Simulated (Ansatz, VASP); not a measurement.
**One calculation of Si2SnGe, two programs**

```
Si Sn Ge
1.0
     4.12075    0.00000    0.00000
     0.00000    4.12075    0.00000
     0.00000    0.00000    5.86042
Si Sn Ge
2 1 1
Direct
  0.50000 0.00000 0.76835
  0.00000 0.50000 0.23165
  0.00000 0.00000 0.50000
  0.50000 0.50000 0.00000
```

Alike in both runs: functional PBE; k mesh 12 × 12 × 6; occupations gaussian, width 0.01 eV; no spin polarisation.

Ansatz relaxed the structure, and its values are those at the end. VASP's run is a single point on that final structure, the one shown.

|  | VASP | Ansatz |
| --- | --- | --- |
| version | VASP 6.6.1 | Ansatz 0.2.0 |
| potentials or method | VASP PAW PBE potentials, release 64 (Si, Sn_d, Ge_d), cutoff 520 eV | scalar-relativistic, plane waves, PAW |
| valence electrons in the cell | 36 | 36 |

Ansatz gave:

```
gap on the k mesh at the Fermi level (eV) : 0.10
least direct gap on the mesh (eV)         : 0.16
pressure (GPa)                            : 0.0
```

Which values does VASP return?

gap on the k mesh at the Fermi level (eV): 0.10; least direct gap on the mesh (eV): 0.17; pressure (GPa): -0.1.
